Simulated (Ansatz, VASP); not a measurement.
Be2CdO3 in VASP and in Ansatz

File POSCAR:

```
Be2CdO3
1.0
    4.5469145123     -2.5949206270      0.0000000000
    4.5469145123      2.5949206270      0.0000000000
    0.0000000000      0.0000000000      4.7271711117
Be Cd O
4 2 6
Direct
    0.4747519816      0.1655757361      0.4964278606
    0.1655757361      0.4747519816      0.9964278606
    0.5252480184      0.8344242639      0.9964278606
    0.8344242639      0.5252480184      0.4964278606
    0.1888049640      0.8111950360      0.5129552536
    0.8111950360      0.1888049640      0.0129552536
    0.1592032673      0.4191277310      0.6474148156
    0.5808722690      0.8407967327      0.6474148156
    0.7469130650      0.2530869350      0.5396593943
    0.4191277310      0.1592032673      0.1474148156
    0.8407967327      0.5808722690      0.1474148156
    0.2530869350      0.7469130650      0.0396593943
```

Contents of INCAR.step1:

```
SYSTEM = Be2CdO3
PREC = Accurate
ENCUT = 520
ISMEAR = 0
SIGMA = 0.02
LREAL = .FALSE.
LASPH = .TRUE.
NELM = 60
NBANDS = 46
GGA = PE
ALGO = Normal
EDIFF = 1E-4
LWAVE = .TRUE.
LCHARG = .FALSE.
```

File INCAR.step2:

```
SYSTEM = Be2CdO3
PREC = Accurate
ENCUT = 520
EDIFF = 1E-6
ISMEAR = 0
SIGMA = 0.02
LREAL = .FALSE.
LASPH = .TRUE.
NELM = 60
ALGO = Normal
ISIF = 2
LWAVE = .FALSE.
LCHARG = .TRUE.
METAGGA = R2SCAN
LMIXTAU = .TRUE.
LELF = .TRUE.
LVHAR = .TRUE.
NBANDS = 46
ISTART = 1
```

The input KPOINTS:

```
Automatic mesh
0
G
  6 6 6
  0 0 0
```

Input for Ansatz:

```yaml
crystal:
  lattice:
    - [4.5469145123, -2.594920627, 0.0]
    - [4.5469145123, 2.594920627, 0.0]
    - [0.0, 0.0, 4.7271711117]
  atoms:
    - { symbol: Be, position: [0.4747519816, 0.1655757361, 0.4964278606] }
    - { symbol: Be, position: [0.1655757361, 0.4747519816, 0.9964278606] }
    - { symbol: Be, position: [0.5252480184, 0.8344242639, 0.9964278606] }
    - { symbol: Be, position: [0.8344242639, 0.5252480184, 0.4964278606] }
    - { symbol: Cd, position: [0.188804964, 0.811195036, 0.5129552536] }
    - { symbol: Cd, position: [0.811195036, 0.188804964, 0.0129552536] }
    - { symbol: O, position: [0.1592032673, 0.419127731, 0.6474148156] }
    - { symbol: O, position: [0.580872269, 0.8407967327, 0.6474148156] }
    - { symbol: O, position: [0.746913065, 0.253086935, 0.5396593943] }
    - { symbol: O, position: [0.419127731, 0.1592032673, 0.1474148156] }
    - { symbol: O, position: [0.8407967327, 0.580872269, 0.1474148156] }
    - { symbol: O, position: [0.253086935, 0.746913065, 0.0396593943] }
basis:
  ecutwfc: 500
kpoints:
  mp_grid: { grid: [6, 6, 6] }
  band_path:
    path:
      - [[0.0, 0.0, 0.0], [0.5, 0.5, 0.0], [0.3314244, 0.6685756, 0.0]]
      - [[-0.3314244, 0.3314244, 0.0], [0.0, 0.0, 0.0], [0.0, 0.0, 0.5], [-0.3314244, 0.3314244, 0.5]]
      - [[0.3314244, 0.6685756, 0.5], [0.5, 0.5, 0.5], [0.5, 0.5, 0.0]]
      - [[0.0, 0.0, 0.0], [0.0, 0.5, 0.0], [0.0, 0.5, 0.5], [0.0, 0.0, 0.5], [0.5, 0.5, 0.5]]
    npoints: 10
hamiltonian:
  xc: r2scan
scf:
  occupations: { method: gaussian, width: 0.02 }
  n_extra_bands: 30
output:
  forces: true
  stress: true
  eigenvalues: true
  populations: true
  dos: { projected: true, de: 0.02, nscf_kmesh: { grid: [9, 9, 9] } }
  bader: false
  write_density: true
  write_potential: true
  elf: true
  volumetric_format: npy
```

Alike in both runs: task single point; functional r2SCAN; k mesh 6 × 6 × 6; occupations gaussian, width 0.02 eV; no spin polarisation.

```csv
,VASP,Ansatz
version,VASP 6.6.1,Ansatz 0.2.0
potentials or method,"VASP PAW PBE potentials, release 64 (Be, Cd, O), cutoff 520 eV","scalar-relativistic, plane waves, PAW"
valence electrons in the cell,68,84
```

|  | VASP | Ansatz | Ansatz less VASP |
| --- | --- | --- | --- |
| gap on the k mesh at the Fermi level (eV) | 2.47 | 2.48 | +0.008 |
| least direct gap on the mesh (eV) | 2.95 | 2.95 | -0.001 |
| pressure (GPa) | -3.6 | -5.0 | -1.43 |
| traceless stress, the component that is largest in VASP (GPa) | 0.37 | 0.22 | -0.149 |
| rms of the force components (eV/Å) | 0.017 | 0.024 | +0.0064 |

VASP's potentials were made for PBE, not for r2SCAN. Atom by atom the forces differ by 0.028 eV/Å (rms over components). VASP's potentials hold 68 valence electrons a cell and Ansatz's 84, so a difference there can come from the potentials and not from the codes.
